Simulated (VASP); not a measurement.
Runs of VASP 6.6.1 on SiO2. The structure is that of space group I-42d (No. 122), or close to it. The cells are those of the table. 

```csv
cell,k mesh,smearing,gap on the mesh (eV),pressure (GPa)
"a = 5.140 Å, angles 120.8, 120.8, 88.6°, 6 atoms",8 × 8 × 8,gaussian 0.02 eV,(c),-1.1
"a = 5.060 Å, angles 121.5, 121.5, 87.5°, 6 atoms",8 × 8 × 8,gaussian 0.02 eV,6.55,0.2
"a = 5.100 Å, angles 121.1, 121.1, 88.1°, 6 atoms",8 × 8 × 8,gaussian 0.02 eV,(b),(a)
"a = 5.060 Å, angles 121.5, 121.5, 87.5°, 6 atoms",6 × 6 × 6,gaussian 0.05 eV,6.56,0.2
"a = 5.194 Å, angles 120.4, 120.4, 89.2°, 6 atoms",8 × 8 × 8,gaussian 0.02 eV,6.19,-1.9
```

Alike in all rows: task single point; level r2SCAN; potentials or basis VASP PAW PBE potentials, release 64 (Si, O); no spin polarisation; cutoff (eV) 520.

Fill in the values left out.

(a) -0.5; (b) 6.44; (c) 6.33.

Caveats: the PAW data sets were made with another functional, which shifts forces and pressure a little.

A k mesh can miss the band edges.
